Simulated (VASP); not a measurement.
# Be3GeF2 (R-3m) in VASP: further runs

The runs below take Be3GeF2 through relaxation of cell and atoms, single point, with PBE.

All numbers are computed with VASP 6.6.1; they aren't measurements. Logs are shortened: lines on timing, memory, paths and dates and some standing lists are left out, and cuts for length are marked.

**1. The cell of the first run**

Symmetry: R-3m, No. 166, trigonal system. The conventional cell has a = 6.242 Å, b = 6.242 Å, c = 7.644 Å, α = 90.00°, β = 90.00°, γ = 120.00°. Be (site symmetry 2/m) has 2 F at 1.91 Å within 2.5 Å. Within 2.5 Å of Ge (site symmetry -3m) lie 2 F at 1.91 Å. Within 2.5 Å of F (site symmetry 3m) lie 3 Be at 1.91 Å and 1 Ge at 1.91 Å.

**2. Relaxation of cell and atoms, PBE**

The input, INCAR:

```
SYSTEM = Be3GeF2
PREC = Accurate
ENCUT = 600
EDIFF = 1E-6
ISMEAR = 0
SIGMA = 0.1
LREAL = .FALSE.
LASPH = .TRUE.
NELM = 60
ALGO = Normal
ISIF = 3
LWAVE = .FALSE.
LCHARG = .FALSE.
GGA = PE
IBRION = 2
NSW = 90
EDIFFG = -0.04
```

The input, KPOINTS:

```
Automatic mesh
0
G
  4 4 4
  0 0 0
```

The input, POSCAR:

```
Be3GeF2
1.0
    3.1207676500      1.8017760400      2.5480961200
   -3.1207676500      1.8017760400      2.5480961200
    0.0000000000     -3.6035520900      2.5480961200
Be Ge F
3 1 2
Direct
    0.0000000000      0.5000000000      0.0000000000
    0.5000000000      0.0000000000      0.0000000000
    0.0000000000      0.0000000000      0.5000000000
    0.5000000000      0.5000000000      0.5000000000
    0.7500000000      0.7500000000      0.7500000000
    0.2500000000      0.2500000000      0.2500000000
```

Potentials or basis: VASP PAW PBE potentials, release 64 (Be, Ge_d, F).

The run is started by

```sh
$ cat potpaw_PBE.64/Be/POTCAR potpaw_PBE.64/Ge_d/POTCAR potpaw_PBE.64/F/POTCAR > POTCAR
$ mpirun -np 1 vasp_std > vasp.out
```

OUTCAR:

```text
SYSTEM = Be3GeF2
   PREC = Accurate
   ENCUT = 600
   EDIFF = 1E-6
   ISMEAR = 0
   LREAL = .FALSE.
   LASPH = .TRUE.
   NELM = 60
   ISIF = 3
   GGA = PE
   IBRION = 2
   NSW = 90
   EDIFFG = -0.04

 ion  position               nearest neighbor table
   1  0.000  0.500  0.000-   5 1.91   6 1.91
   2  0.500  0.000  0.000-   5 1.91   6 1.91
   3  0.000  0.000  0.500-   5 1.91   6 1.91
   4  0.500  0.500  0.500-   5 1.91   6 1.91
   5  0.750  0.750  0.750-   3 1.91   2 1.91   1 1.91   4 1.91
   6  0.250  0.250  0.250-   3 1.91   2 1.91   1 1.91   4 1.91

  LATTYP: Found a simple cubic cell.
 ALAT       =     4.4134319368

  Lattice vectors:

 A1 = (   3.1207676500,   1.8017760400,   2.5480961200)
 A2 = (  -3.1207676500,   1.8017760400,   2.5480961200)
 A3 = (   0.0000000000,  -3.6035520900,   2.5480961200)

Analysis of symmetry for initial positions (statically):
=====================================================================
 Subroutine PRICEL returns:
 Original cell was already a primitive cell.

 Routine SETGRP: Setting up the symmetry group for a
 simple cubic supercell.

 Subroutine GETGRP returns: Found 12 space group operations
 (whereof 12 operations were pure point group operations)
 out of a pool of 48 trial point group operations.

The static configuration has the point symmetry D_3d.

Analysis of symmetry for dynamics (positions and initial velocities):
=====================================================================
 Subroutine PRICEL returns:
 Original cell was already a primitive cell.

 Routine SETGRP: Setting up the symmetry group for a
 simple cubic supercell.

 Subroutine GETGRP returns: Found 12 space group operations
 (whereof 12 operations were pure point group operations)
 out of a pool of 48 trial point group operations.

The dynamic configuration has the point symmetry D_3d.

 Subroutine INISYM returns: Found 12 space group operations
 (whereof 12 operations are pure point group operations),
 and found     1 'primitive' translations

----------------------------------------------------------------------------------------

                                     Primitive cell

  volume of cell :      85.9665

  direct lattice vectors                    reciprocal lattice vectors
     3.120767650  1.801776040  2.548096120     0.160216990  0.092501322  0.130816625
    -3.120767650  1.801776040  2.548096120    -0.160216990  0.092501322  0.130816625
     0.000000000 -3.603552090  2.548096120     0.000000000 -0.185002645  0.130816624

  length of vectors
     4.413431937  4.413431937  4.413431941     0.226581040  0.226581040  0.226581040

  position of ions in fractional coordinates (direct lattice)
     0.000000000  0.500000000  0.000000000
     0.500000000  0.000000000  0.000000000
     0.000000000  0.000000000  0.500000000
     0.500000000  0.500000000  0.500000000
     0.750000000  0.750000000  0.750000000
     0.250000000  0.250000000  0.250000000

  ion indices of the primitive-cell ions
   primitive index   ion index
                 1           1
                 2           2
                 3           3
                 4           4
                 5           5
                 6           6

----------------------------------------------------------------------------------------

 KPOINTS: Automatic mesh

Automatic generation of k-mesh.
 Grid dimensions read from file:
 generate k-points for:    4    4    4

 Generating k-lattice:

  Cartesian coordinates                     Fractional coordinates (reciprocal lattice)
     0.040054248  0.023125331  0.032704156     0.250000000  0.000000000  0.000000000
    -0.040054248  0.023125331  0.032704156     0.000000000  0.250000000  0.000000000
     0.000000000 -0.046250661  0.032704156     0.000000000  0.000000000  0.250000000

  Length of vectors
     0.056645260  0.056645260  0.056645260

  Shift w.r.t. Gamma in fractional coordinates (k-lattice)
     0.000000000  0.000000000  0.000000000

 Subroutine IBZKPT returns following result:
 ===========================================

 Found     13 irreducible k-points:

 Following reciprocal coordinates:
            Coordinates               Weight
  0.000000  0.000000  0.000000      1.000000
  0.250000  0.000000  0.000000      6.000000
  0.500000  0.000000  0.000000      3.000000
  0.250000  0.250000  0.000000      6.000000
 -0.250000  0.250000  0.000000      6.000000
  0.500000  0.250000  0.000000     12.000000
  0.500000  0.500000  0.000000      3.000000
  0.250000  0.250000  0.250000      2.000000
 -0.250000  0.250000  0.250000      6.000000
  0.500000  0.250000  0.250000      6.000000
 -0.250000  0.500000  0.250000      6.000000
  0.500000  0.500000  0.250000      6.000000
  0.500000  0.500000  0.500000      1.000000
   k-points           NKPTS =     13   k-points in BZ     NKDIM =     13   number of bands    NBANDS=     21
   number of dos      NEDOS =    301   number of ions     NIONS =      6
   total plane-waves  NPLWV =  46656
   dimension x,y,z NGX =    36 NGY =   36 NGZ =   36
   dimension x,y,z NGXF=    72 NGYF=   72 NGZF=   72
   ions per type =               3   1   2
   NGX,Y,Z   is equivalent  to a cutoff of  13.56, 13.56, 13.56 a.u.
   NGXF,Y,Z  is equivalent  to a cutoff of  27.12, 27.12, 27.12 a.u.
 SYSTEM =  Be3GeF2
   PREC   = accura    normal or accurate (medium, high low for compatibility)
   ISTART =      0    job   : 0-new  1-cont  2-samecut
   ICHARG =      2    charge: 1-file 2-atom 10-const
   ISPIN  =      1    spin polarized calculation?
   LNONCOLLINEAR =      F non collinear calculations
   LSORBIT =      F    spin-orbit coupling
   LASPH  =      T    aspherical Exc in radial PAW
   ENCUT  =  600.0 eV  44.10 Ry    6.64 a.u.   8.81  8.81  8.81*2*pi/ulx,y,z
   NELM   =     60;   NELMIN=  2; NELMDL= -5     # of ELM steps
   EDIFF  = 0.1E-05   stopping-criterion for ELM
   LREAL  =      F    real-space projection
   EDIFFG = -.4E-01   stopping-criterion for IOM
   NSW    =     90    number of steps for IOM
   IBRION =      2    ionic relax: 0-MD 1-quasi-New 2-CG
   NFREE  =      1    steps in history (QN), initial steepest desc. (CG)
   ISIF   =      3    stress and relaxation
   ISYM   =      2    0-nonsym 1-usesym 2-fastsym
   POTIM  = 0.5000    time-step for ionic-motion
   TEBEG  =    0.0;   TEEND  =   0.0 temperature during run
   PSTRESS=    0.0 pullay stress
   NELECT =      34.0000    total number of electrons
   NUPDOWN=      -1.0000    fix difference up-down
   EMIN   =  10.00;   EMAX   =-10.00  energy-range for DOS
   EFERMI =   0.00;   METHOD = LEGACY
   ISMEAR =     0;   SIGMA  =   0.10  broadening in eV -4-tet -1-fermi 0-gaus
   EFERMI_NEDOS =   21; number of points for ismear=-14 and -15
   IALGO  =     38    algorithm
   IMIX   =      4    mixing-type and parameters
     AMIX     =   0.40;   BMIX     =  1.00
     AMIX_MAG =   1.60;   BMIX_MAG =  1.00
  volume/ion in A,a.u.               =      14.33        96.69
  Fermi-wavevector in a.u.,A,eV,Ry     =   1.201687  2.270859 19.647516  1.444052
  Thomas-Fermi vector in A             =   2.337489
   LORBIT       =      0    0 simple, 1 ext, 2 COOP (PROOUT), +10 PAW based schemes
   GGA     = PE    functional components
   LHFCALC =     F    Hartree Fock is set to
   AEXX    =    0.0000 exact exchange contribution
   IVDW    =     0    specifies the selected vdW correction
   LEPSILON=     F    determine dielectric tensor
   LRPA    =     F    only Hartree local field effects (RPA)
 conjugate gradient relaxation of ions
 non-spin polarized calculation
 Gauss-broadening in eV      SIGMA  =   0.10
  energy-cutoff  :      600.00
  volume of cell :       85.97
 maximum number of plane-waves:      2897
   NGX = 17   NGY = 17   NGZ = 17

--------------------------------------- Ionic step        1  -------------------------------------------

 number of electron      33.9999988 magnetization

 Free energy of the ion-electron system (eV)
  ---------------------------------------------------
  ext. energy  EPLUGINS =         0.00000000
  ---------------------------------------------------
  free energy    TOTEN  =       -19.32903242 eV

  energy without entropy =      -19.31737943  energy(sigma->0) =      -19.32320593

------------------------ aborting loop because EDIFF is reached ----------------------------------------

  FORCE on cell =-STRESS in cart. coord.  units (eV):
  Direction    XX          YY          ZZ          XY          YZ          ZX
  --------------------------------------------------------------------------------------
  -------------------------------------------------------------------------------------
  Total       -7.6303023     -7.6303023      9.4408669      0.0000000     -0.0000000     -0.0000000
  in kB     -142.2076719   -142.2076720    175.9515749      0.0000000     -0.0000002     -0.0000000
  external PRESSURE =     -36.1545897 kB  Pullay stress =       0.0000000 kB
[... 101 lines left out ...]
  FREE ENERGIE OF THE ION-ELECTRON SYSTEM (eV)
  ---------------------------------------------------
  free  energy   TOTEN  =       -22.1832166086 eV

  energy  without entropy=      -22.1822777391  energy(sigma->0) =      -22.18274717

[... ionic steps 4 to 9 ...]

--------------------------------------- Ionic step       10  -------------------------------------------

 number of electron      33.9999996 magnetization

------------------------ aborting loop because EDIFF is reached ----------------------------------------

  FORCE on cell =-STRESS in cart. coord.  units (eV):
  Direction    XX          YY          ZZ          XY          YZ          ZX
  --------------------------------------------------------------------------------------
  -------------------------------------------------------------------------------------
  Total       -0.1115436     -0.1115436      0.1822365      0.0000000     -0.0000000      0.0000000
  in kB       -2.3261150     -2.3261150      3.8003353      0.0000000     -0.0000000      0.0000000
  external PRESSURE =      -0.2839649 kB  Pullay stress =       0.0000000 kB
[... 65 lines left out ...]
  energy  without entropy=      -22.2274986879  energy(sigma->0) =      -22.23038023

--------------------------------------- Ionic step       12  -------------------------------------------

 number of electron      33.9999994 magnetization

 Free energy of the ion-electron system (eV)
  ---------------------------------------------------
  ext. energy  EPLUGINS =         0.00000000
  ---------------------------------------------------
  free energy    TOTEN  =       -22.23336203 eV

  energy without entropy =      -22.22803247  energy(sigma->0) =      -22.23069725

 E-fermi :   5.2644     XC(G=0):  -9.7529

 val. band max:        5.2167626673   @ k =   0.5000   0.0000   0.0000
 cond. band min:       5.3578364039   @ k =  -0.2500   0.2500   0.0000
 fundamental gap:      0.1410737366
 Fermi energy:         5.2644465555

 k-point     1 :       0.0000    0.0000    0.0000
  band No.  band energies     occupation
      1     -23.7842      2.00000
      2     -23.7131      2.00000
      3     -19.6805      2.00000
      4     -19.6273      2.00000
      5     -19.6273      2.00000
      6     -19.5070      2.00000
[... 334 lines left out ...]
  FREE ENERGIE OF THE ION-ELECTRON SYSTEM (eV)
  ---------------------------------------------------
  free  energy   TOTEN  =       -22.2333620324 eV

  energy  without entropy=      -22.2280324730  energy(sigma->0) =      -22.23069725

 reached required accuracy - stopping structural energy minimisation
```

Wall time 5.4 min (1 thread of Intel Xeon 8259CL, shared host); peak memory 0.23 GiB.

What came out:

```yaml
Free_energy: -22.2334 eV
Relaxed_volume: 12.79 Å³/atom
Relaxed_cell: a = 4.331 Å, b = 4.331 Å, c = 4.331 Å, α = 78.24°, β = 78.24°, γ = 78.24°
Space_group_after_relaxing_to_0.1_Å: R-3m (No. 166)
Energy_gained_by_relaxing: 484.1 meV/atom
Ionic_steps: 12
Pressure_after_relaxing: 0.3 GPa
Largest_force_after_relaxing: 0.017 eV/Å
Band_gap_on_the_k_mesh: zero (bands 17 and 18 overlap by 0.63 eV)
```

Forces on the atoms (eV/Å):
```
Be   0.000  0.000  0.000
Be   0.000  0.000  0.000
Be   0.000  0.000  0.000
Ge   0.000  0.000  0.000
F    0.000  0.000  0.017
F    0.000  0.000 -0.017
```

Step by step:
```
step  energy change (eV)  largest force (eV/Å)  pressure (GPa)  volume (Å³)
   1              0.0000                3.8077           -3.62        85.97
   2             -2.1231                1.1885           -6.18        81.49
   3             -2.8542                0.2850           -2.04        77.39
   4             -2.8987                0.0108            1.45        75.72
   5             -2.9017                0.0381            0.78        76.02
   6             -2.9007                0.0766            0.23        76.25
   7             -2.9012                0.0813           -0.04        76.58
   8             -2.9011                0.0858           -0.33        76.89
   9             -2.9018                0.0771           -0.27        76.88
  10             -2.9034                0.0528           -0.03        76.83
  11             -2.9042                0.0073            0.47        76.73
  12             -2.9043                0.0174            0.33        76.76
```

Final structure:
```
Be Ge F
1.0
     2.73279    1.57778    2.96698
    -2.73279    1.57778    2.96698
     0.00000   -3.15555    2.96698
Be Ge F
3 1 2
Cartesian
  -1.3664 0.7889 1.4835
  1.3664 0.7889 1.4835
  0.0000 -1.5778 1.4835
  0.0000 0.0000 4.4505
  0.0000 0.0000 7.0950
  0.0000 0.0000 1.8060
```

[end of part 1 of 3]
